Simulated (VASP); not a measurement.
Here is a VASP 6.6.1 calculation.

INCAR

```
SYSTEM = Au
PREC = Accurate
ENCUT = 520
EDIFF = 1E-6
ISMEAR = 0
SIGMA = 0.1
LREAL = .FALSE.
LASPH = .TRUE.
NELM = 80
ALGO = Fast
ISIF = 2
LWAVE = .FALSE.
LCHARG = .TRUE.
GGA = PE
LELF = .TRUE.
LVHAR = .TRUE.
NBANDS = 18
ISYM = 0
```

File KPOINTS:

```
regular mesh
0
G
  8 8 17
  0 0 0
```

Contents of POSCAR:

```
Au
1.0
    4.2143597729      0.0000000000      0.0194797378
    0.0000000000      4.2144047926      0.0000000000
   -2.0977241125      0.0000000000      2.0216660157
Au
2
Direct
    0.0000000000      0.0000000000      0.0000000000
    0.5000000000      0.5000000000      0.0000000000
```

Potentials or basis: VASP PAW PBE potentials, release 64 (Au).

The run is started by

```console
$ cat potpaw_PBE.64/Au/POTCAR > POTCAR
$ mpirun -np 1 vasp_std > vasp.out
```

Task: Estimate the band gap on the k mesh.

Result: Zero (bands 11 and 12 overlap by 6.80 eV).

Task: Predict the pressure.

Result: -0.5 GPa.

Stress tensor (GPa, compression positive):
```
-0.67  0.00  0.08
 0.00 -0.68  0.00
 0.08  0.00 -0.12
```

Caveat: spin-orbit coupling is left out, which moves the levels of the heavy elements.
